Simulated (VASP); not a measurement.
Here is a VASP 6.6.1 calculation.

File INCAR:

```
PREC     = Accurate       # precision mode
ENCUT    = 520            # plane-wave cutoff, eV
EDIFF    = 1E-6           # SCF threshold, eV
ISMEAR   = 0              # smearing method
SIGMA    = 0.1            # smearing width, eV
LREAL    = F              # projectors in reciprocal space
LASPH    = T              # aspherical terms in the spheres
NELM     = 60             # most SCF steps
ALGO     = Normal         # electronic algorithm
ISIF     = 2              # what is computed and relaxed
LWAVE    = F              # write WAVECAR
LCHARG   = T              # write CHGCAR
GGA      = CA             # functional
LELF     = T              # ELF
LVHAR    = T            
NBANDS   = 24             # bands
```

File KPOINTS:

```
Automatic mesh
0
Gamma
  4 4 4
```

Contents of POSCAR:

```
LaB6
1.0
    4.1570000000      0.0000000000      0.0000000000
    0.0000000000      4.1570000000      0.0000000000
    0.0000000000      0.0000000000      4.1570000000
La B
1 6
Direct
    0.0000000000      0.0000000000      0.0000000000
    0.1975000000      0.5000000000      0.5000000000
    0.5000000000      0.1975000000      0.5000000000
    0.8025000000      0.5000000000      0.5000000000
    0.5000000000      0.8025000000      0.5000000000
    0.5000000000      0.5000000000      0.1975000000
    0.5000000000      0.5000000000      0.8025000000
```

Potentials or basis: VASP PAW LDA potentials, release 64 (La, B).

Run with:

```bash
$ cat potpaw_LDA.64/La/POTCAR potpaw_LDA.64/B/POTCAR > POTCAR
$ mpirun -np 1 vasp_std > vasp.out
```

Question: Estimate the largest force.

Answer: 0.672 eV/Å.

Question: Predict the pressure.

Answer: -7.7 GPa.

Forces on the atoms (eV/Å):
```
La   0.000  0.000  0.000
B    0.672  0.000  0.000
B    0.000  0.672  0.000
B   -0.672  0.000  0.000
B    0.000 -0.672  0.000
B    0.000  0.000  0.672
B    0.000  0.000 -0.672
```

Caveat: the k points lie up to 0.38 Å⁻¹ apart.
